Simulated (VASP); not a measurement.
MgSi3N2: single point with PBE

The system is MgSi3N2.

```
CELL_PARAMETERS angstrom
5.19732 0.00000 0.00000
-2.59866 4.50101 0.00000
0.00000 0.00000 4.25634
ATOMIC_POSITIONS crystal
Mg 0.00000 0.00000 0.69511
Si 0.50000 0.50000 0.39525
Si 0.50000 0.00000 0.39525
Si 0.00000 0.50000 0.39525
N 0.66667 0.33333 0.15638
N 0.33333 0.66667 0.15638
```

The cell was generated, and may not be a known phase.

```yaml
Program: VASP 6.6.1
Task: single point
Functional: PBE
Potentials_or_basis: VASP PAW PBE potentials, release 64 (Mg, Si, N)
Cutoff: 520 eV
k_mesh: 6 × 6 × 6
Occupations: gaussian, width 0.1 eV
Spin: no spin polarisation
Dipole_correction: no
Further_INCAR_settings: ALGO = Normal; EDIFF = 1e-07; NBANDS = 21
```

```json
{"Pressure": "0.0 GPa", "Largest force": "0.020 eV/Å", "Band gap on the k mesh": "zero (bands 12 and 13 overlap by 0.96 eV)"}
```

Forces on the atoms (eV/Å):
```
Mg   0.000  0.000 -0.020
Si   0.000  0.000  0.002
Si   0.000  0.000  0.002
Si   0.000  0.000  0.002
N    0.000  0.000  0.007
N    0.000  0.000  0.007
```

Stress tensor (GPa, compression positive):
```
-0.09  0.00  0.00
 0.00 -0.09  0.00
 0.00  0.00  0.12
```

Levels at points of the mesh, in eV from the Fermi level:
| k point | band 9 | band 10 | band 11 | band 12 | band 13 | band 14 | band 15 | band 16 |
| --- | --- | --- | --- | --- | --- | --- | --- | --- |
| (0.00, 0.00, 0.00) | -4.05 | -0.36 | -0.36 | -0.33 | -0.33 | -0.11 | 1.85 | 3.80 |
| (0.50, 0.00, 0.00) | -2.84 | -2.62 | -1.50 | -1.29 | 1.66 | 2.48 | 2.90 | 3.25 |
| (0.00, 0.00, 0.50) | -2.37 | -1.30 | -1.30 | -0.65 | -0.65 | -0.13 | 2.97 | 3.77 |
| (0.50, 0.00, 0.50) | -2.94 | -2.39 | -0.90 | -0.14 | 1.24 | 1.76 | 2.77 | 2.92 |

Wall time 63 s on 1 thread of Intel(R) Xeon(R) Platinum 8259CL CPU @ 2.50GHz (Skylake/Cascade Lake), with other jobs on the host, peak memory 0.24 GiB.
